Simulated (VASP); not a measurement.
# CaGe2N3 (P6/mmm) in VASP: single point with PBE

Aim: the single point of CaGe2N3 with PBE.

All numbers are computed with VASP 6.6.1; they aren't measurements. Logs are shortened: lines on timing, memory, paths and dates and some standing lists are left out, and cuts for length are marked.

**1. The cell of the first run**

It takes space group P6/mmm (No. 191, hexagonal). The conventional cell has a = 4.179 Å, b = 4.179 Å, c = 6.864 Å, α = 90.00°, β = 90.00°, γ = 120.00°. Ca (site symmetry 6/mmm) has 2 Ge at 2.39 Å within 3.2 Å. Within 2.8 Å of Ge (site symmetry 6mm) lie 1 Ge at 2.09 Å and 6 N at 2.34 Å and 1 Ca at 2.39 Å. Within 2.8 Å of N (site symmetry mmm) lie 4 N at 2.09 Å and 4 Ge at 2.34 Å.

**2. Single point, PBE**

File INCAR:

```
SYSTEM = CaGe2N3
PREC     = Accurate       ! precision mode
ENCUT    = 520            ! plane-wave cutoff, eV
EDIFF    = 1E-7           ! SCF threshold, eV
ISMEAR   = 0              ! smearing method
SIGMA    = 0.1            ! smearing width, eV
LREAL    = .FALSE.        ! projectors in reciprocal space
LASPH    = .TRUE.         ! aspherical terms in the spheres
NELM     = 80             ! most SCF steps
ALGO     = Normal         ! electronic algorithm
ISIF     = 2              ! what is computed and relaxed
LWAVE    = .FALSE.        ! write WAVECAR
LCHARG   = .FALSE.        ! write CHGCAR
GGA      = PE             ! functional
NBANDS   = 36             ! bands
```

File KPOINTS:

```
Automatic mesh
0
G
  6 6 4
  0 0 0
```

File POSCAR:

```
CaGe2N3
1.0
    4.1793268300      0.0000000000      0.0000000000
   -2.0896634200      3.6194032100      0.0000000000
    0.0000000000      0.0000000000      6.8635292300
Ca Ge N
1 2 3
Direct
    0.0000000000      0.0000000000      0.5000000000
    0.0000000000      0.0000000000      0.8480256300
    0.0000000000      0.0000000000      0.1519743700
    0.5000000000      0.0000000000      0.0000000000
    0.0000000000      0.5000000000      0.0000000000
    0.5000000000      0.5000000000      0.0000000000
```

Potentials or basis: VASP PAW PBE potentials, release 64 (Ca_sv, Ge_d, N).

On the command line:

```console
cat potpaw_PBE.64/Ca_sv/POTCAR potpaw_PBE.64/Ge_d/POTCAR potpaw_PBE.64/N/POTCAR > POTCAR
mpirun -np 1 vasp_std > vasp.out
```

OUTCAR:

```text
SYSTEM = CaGe2N3
   PREC = Accurate
   ENCUT = 520
   EDIFF = 1E-7
   ISMEAR = 0
   LREAL = .FALSE.
   LASPH = .TRUE.
   NELM = 80
   ISIF = 2
   GGA = PE

 ion  position               nearest neighbor table
   1  0.000  0.000  0.500-   2 2.39   3 2.39
   2  0.000  0.000  0.848-   3 2.09   4 2.34   4 2.34   6 2.34   6 2.34   5 2.34   5 2.34   1 2.39

   3  0.000  0.000  0.152-   2 2.09   4 2.34   4 2.34   6 2.34   6 2.34   5 2.34   5 2.34   1 2.39

   4  0.500  0.000  0.000-   2 2.34   3 2.34   2 2.34   3 2.34
   5  0.000  0.500  0.000-   2 2.34   3 2.34   2 2.34   3 2.34
   6  0.500  0.500  0.000-   2 2.34   3 2.34   2 2.34   3 2.34

  LATTYP: Found a hexagonal cell.
 ALAT       =     4.1793268300
 C/A-ratio  =     1.6422571168

  Lattice vectors:

 A1 = (   4.1793268300,   0.0000000000,   0.0000000000)
 A2 = (  -2.0896634200,   3.6194032100,   0.0000000000)
 A3 = (   0.0000000000,   0.0000000000,   6.8635292300)

Analysis of symmetry for initial positions (statically):
=====================================================================
 Subroutine PRICEL returns:
 Original cell was already a primitive cell.

 Routine SETGRP: Setting up the symmetry group for a
 hexagonal supercell.

 Subroutine GETGRP returns: Found 24 space group operations
 (whereof 24 operations were pure point group operations)
 out of a pool of 24 trial point group operations.

The static configuration has the point symmetry D_6h.

Analysis of symmetry for dynamics (positions and initial velocities):
=====================================================================
 Subroutine PRICEL returns:
 Original cell was already a primitive cell.

 Routine SETGRP: Setting up the symmetry group for a
 hexagonal supercell.

 Subroutine GETGRP returns: Found 24 space group operations
 (whereof 24 operations were pure point group operations)
 out of a pool of 24 trial point group operations.

The dynamic configuration has the point symmetry D_6h.

 Subroutine INISYM returns: Found 24 space group operations
 (whereof 24 operations are pure point group operations),
 and found     1 'primitive' translations

----------------------------------------------------------------------------------------

                                     Primitive cell

  volume of cell :     103.8223

  direct lattice vectors                    reciprocal lattice vectors
     4.179326830  0.000000000  0.000000000     0.239272984  0.138144322  0.000000000
    -2.089663420  3.619403210  0.000000000     0.000000000  0.276288643  0.000000000
     0.000000000  0.000000000  6.863529230     0.000000000  0.000000000  0.145697638

  length of vectors
     4.179326830  4.179326836  6.863529230     0.276288643  0.276288643  0.145697638

  position of ions in fractional coordinates (direct lattice)
     0.000000000  0.000000000  0.500000000
     0.000000000  0.000000000  0.848025630
     0.000000000  0.000000000  0.151974370
     0.500000000  0.000000000  0.000000000
     0.000000000  0.500000000  0.000000000
     0.500000000  0.500000000  0.000000000

  ion indices of the primitive-cell ions
   primitive index   ion index
                 1           1
                 2           2
                 3           3
                 4           4
                 5           5
                 6           6

----------------------------------------------------------------------------------------

 KPOINTS: Automatic mesh

Automatic generation of k-mesh.
 Grid dimensions read from file:
 generate k-points for:    6    6    4

 Generating k-lattice:

  Cartesian coordinates                     Fractional coordinates (reciprocal lattice)
     0.039878831  0.023024054  0.000000000     0.166666667 -0.000000000  0.000000000
     0.000000000  0.046048107  0.000000000     0.000000000  0.166666667  0.000000000
     0.000000000  0.000000000  0.036424410     0.000000000  0.000000000  0.250000000

  Length of vectors
     0.046048107  0.046048107  0.036424410

  Shift w.r.t. Gamma in fractional coordinates (k-lattice)
     0.000000000  0.000000000  0.000000000

 Subroutine IBZKPT returns following result:
 ===========================================

 Found     21 irreducible k-points:

 Following reciprocal coordinates:
            Coordinates               Weight
  0.000000  0.000000  0.000000      1.000000
  0.166667 -0.000000  0.000000      6.000000
  0.333333 -0.000000  0.000000      6.000000
  0.500000 -0.000000  0.000000      3.000000
  0.166667  0.166667  0.000000      6.000000
  0.333333  0.166667  0.000000     12.000000
[... 13 lines left out ...]
  0.333333  0.166667  0.500000     12.000000
  0.333333  0.333333  0.500000      2.000000
   k-points           NKPTS =     21   k-points in BZ     NKDIM =     21   number of bands    NBANDS=     36
   number of dos      NEDOS =    301   number of ions     NIONS =      6
   total plane-waves  NPLWV =  55296
   dimension x,y,z NGX =    32 NGY =   32 NGZ =   54
   dimension x,y,z NGXF=    64 NGYF=   64 NGZF=  108
   ions per type =               1   2   3
   NGX,Y,Z   is equivalent  to a cutoff of  12.73, 12.73, 13.08 a.u.
   NGXF,Y,Z  is equivalent  to a cutoff of  25.46, 25.46, 26.16 a.u.
 SYSTEM =  CaGe2N3
   PREC   = accura    normal or accurate (medium, high low for compatibility)
   ISTART =      0    job   : 0-new  1-cont  2-samecut
   ICHARG =      2    charge: 1-file 2-atom 10-const
   ISPIN  =      1    spin polarized calculation?
   LNONCOLLINEAR =      F non collinear calculations
   LSORBIT =      F    spin-orbit coupling
   LASPH  =      T    aspherical Exc in radial PAW
   ENCUT  =  520.0 eV  38.22 Ry    6.18 a.u.   7.77  7.77 12.76*2*pi/ulx,y,z
   NELM   =     80;   NELMIN=  2; NELMDL= -5     # of ELM steps
   EDIFF  = 0.1E-06   stopping-criterion for ELM
   LREAL  =      F    real-space projection
   EDIFFG = 0.1E-05   stopping-criterion for IOM
   NSW    =      0    number of steps for IOM
   IBRION =     -1    ionic relax: 0-MD 1-quasi-New 2-CG
   NFREE  =      0    steps in history (QN), initial steepest desc. (CG)
   ISIF   =      2    stress and relaxation
   ISYM   =      2    0-nonsym 1-usesym 2-fastsym
   POTIM  = 0.5000    time-step for ionic-motion
   TEBEG  =    0.0;   TEEND  =   0.0 temperature during run
   PSTRESS=    0.0 pullay stress
   NELECT =      53.0000    total number of electrons
   NUPDOWN=      -1.0000    fix difference up-down
   EMIN   =  10.00;   EMAX   =-10.00  energy-range for DOS
   EFERMI =   0.00;   METHOD = LEGACY
   ISMEAR =     0;   SIGMA  =   0.10  broadening in eV -4-tet -1-fermi 0-gaus
   EFERMI_NEDOS =   21; number of points for ismear=-14 and -15
   IALGO  =     38    algorithm
   IMIX   =      4    mixing-type and parameters
     AMIX     =   0.40;   BMIX     =  1.00
     AMIX_MAG =   1.60;   BMIX_MAG =  1.00
  volume/ion in A,a.u.               =      17.30       116.77
  Fermi-wavevector in a.u.,A,eV,Ry     =   1.308388  2.472495 23.291527  1.711879
  Thomas-Fermi vector in A             =   2.439058
   LORBIT       =      0    0 simple, 1 ext, 2 COOP (PROOUT), +10 PAW based schemes
   GGA     = PE    functional components
   LHFCALC =     F    Hartree Fock is set to
   AEXX    =    0.0000 exact exchange contribution
   IVDW    =     0    specifies the selected vdW correction
   LEPSILON=     F    determine dielectric tensor
   LRPA    =     F    only Hartree local field effects (RPA)
 non-spin polarized calculation
 Gauss-broadening in eV      SIGMA  =   0.10
  energy-cutoff  :      520.00
  volume of cell :      103.82
 maximum number of plane-waves:      2817
 NGX is ok and might be reduce to    32
   NGX = 15   NGY = 15   NGZ = 25

 number of electron      53.0000002 magnetization

 Free energy of the ion-electron system (eV)
  ---------------------------------------------------
  ext. energy  EPLUGINS =         0.00000000
  ---------------------------------------------------
  free energy    TOTEN  =       -22.20215352 eV

  energy without entropy =      -22.15966708  energy(sigma->0) =      -22.18091030

 E-fermi :   4.0116     XC(G=0):  -9.6048

 val. band max:        4.0046379831   @ k =   0.3333  -0.0000   0.5000
 cond. band min:       4.0190685765   @ k =   0.5000  -0.0000   0.2500
 fundamental gap:      0.0144305934
 Fermi energy:         4.0116044595

 k-point     1 :       0.0000    0.0000    0.0000
  band No.  band energies     occupation
      1     -37.3553      2.00000
      2     -21.0738      2.00000
      3     -20.8025      2.00000
      4     -20.8025      2.00000
      5     -20.6449      2.00000
      6     -20.6449      2.00000
[... 28 lines left out ...]
     35       9.4724      0.00000
     36       9.6981      0.00000

 k-point     2 :       0.1667   -0.0000    0.0000
  band No.  band energies     occupation
      1     -37.3544      2.00000
      2     -21.0736      2.00000
      3     -20.8059      2.00000
      4     -20.8033      2.00000
      5     -20.6450      2.00000
      6     -20.6422      2.00000
[... 28 lines left out ...]
     35       8.9605      0.00000
     36       9.4342      0.00000

 k-point     3 :       0.3333   -0.0000    0.0000
  band No.  band energies     occupation
      1     -37.3525      2.00000
      2     -21.0732      2.00000
      3     -20.8124      2.00000
      4     -20.8047      2.00000
      5     -20.6453      2.00000
      6     -20.6369      2.00000
[... 28 lines left out ...]
     35       8.0551      0.00000
     36       8.8640      0.00000
[... 625 lines left out ...]
 k-point    20 :       0.3333    0.1667    0.5000
  band No.  band energies     occupation
      1     -37.3514      2.00000
      2     -21.1621      2.00000
      3     -20.8086      2.00000
      4     -20.8020      2.00000
      5     -20.6435      2.00000
      6     -20.6361      2.00000
[... 28 lines left out ...]
     35       8.1998      0.00000
     36       8.4118      0.00000

 k-point    21 :       0.3333    0.3333    0.5000
  band No.  band energies     occupation
      1     -37.3510      2.00000
      2     -21.1620      2.00000
      3     -20.8063      2.00000
      4     -20.8063      2.00000
      5     -20.6391      2.00000
      6     -20.6391      2.00000
[... 28 lines left out ...]
     35       8.4601      0.00000
     36       8.4601      0.00000

------------------------ aborting loop because EDIFF is reached ----------------------------------------

  FORCE on cell =-STRESS in cart. coord.  units (eV):
  Direction    XX          YY          ZZ          XY          YZ          ZX
  --------------------------------------------------------------------------------------
  -------------------------------------------------------------------------------------
  Total       -0.1654151     -0.1654151     35.9430225      0.0000000     -0.0000000      0.0000000
  in kB       -2.5526712     -2.5526712    554.6696293      0.0000000     -0.0000000      0.0000000
  external PRESSURE =     183.1880956 kB  Pullay stress =       0.0000000 kB

 VOLUME and BASIS-vectors are now :
 -----------------------------------------------------------------------------
  energy-cutoff  :      520.00
  volume of cell :      103.82
      direct lattice vectors                 reciprocal lattice vectors
     4.179326830  0.000000000  0.000000000     0.239272984  0.138144322  0.000000000
    -2.089663420  3.619403210  0.000000000     0.000000000  0.276288643  0.000000000
     0.000000000  0.000000000  6.863529230     0.000000000  0.000000000  0.145697638

 POSITION                                       TOTAL-FORCE (eV/Angst)
 -----------------------------------------------------------------------------------
      0.00000      0.00000      3.43176        -0.000000      0.000000      0.000000
      0.00000      0.00000      5.82045        -0.000000      0.000000     -1.703171
      0.00000      0.00000      1.04308         0.000000     -0.000000      1.703171
      2.08966      0.00000      0.00000        -0.000000      0.000000      0.000000
     -1.04483      1.80970      0.00000        -0.000000      0.000000      0.000000
      1.04483      1.80970      0.00000        -0.000000      0.000000      0.000000
 -----------------------------------------------------------------------------------
    total drift:                                0.000000      0.000000     -0.000000

  FREE ENERGIE OF THE ION-ELECTRON SYSTEM (eV)
  ---------------------------------------------------
  free  energy   TOTEN  =       -22.2021535243 eV

  energy  without entropy=      -22.1596670792  energy(sigma->0) =      -22.18091030
```

Wall time 53 s (1 thread of Intel Xeon Platinum 8488C (Sapphire Rapids), shared host); peak memory 0.26 GiB.

Results:

| Quantity | Value |
| --- | --- |
| Free energy | -22.2022 eV |
| Pressure | 18.3 GPa |
| Largest force | 1.703 eV/Å |

Forces on the atoms (eV/Å):
```
Ca   0.000  0.000  0.000
Ge   0.000  0.000 -1.703
Ge   0.000  0.000  1.703
N    0.000  0.000  0.000
N    0.000  0.000  0.000
N    0.000  0.000  0.000
```

Stress tensor (GPa, compression positive):
```
-0.26  0.00  0.00
 0.00 -0.26  0.00
 0.00  0.00 55.47
```

Levels at points of the mesh, in eV from the Fermi level:
| k point | band 25 | band 26 | band 27 | band 28 | band 29 | band 30 |
| --- | --- | --- | --- | --- | --- | --- |
| (0.00, 0.00, 0.00) | -0.46 | -0.46 | -0.39 | 1.43 | 1.43 | 2.17 |
| (0.50, 0.00, 0.00) | -1.49 | -0.77 | -0.42 | -0.02 | 0.81 | 1.58 |
| (0.00, 0.00, 0.50) | -0.85 | -0.48 | -0.48 | 2.17 | 2.39 | 2.39 |
| (0.50, 0.00, 0.50) | -1.33 | -1.29 | -0.44 | 0.04 | 0.83 | 1.22 |

Caveat: forces of over 1 eV/Å act on the atoms, so gaps and moduli don't describe the material at rest.
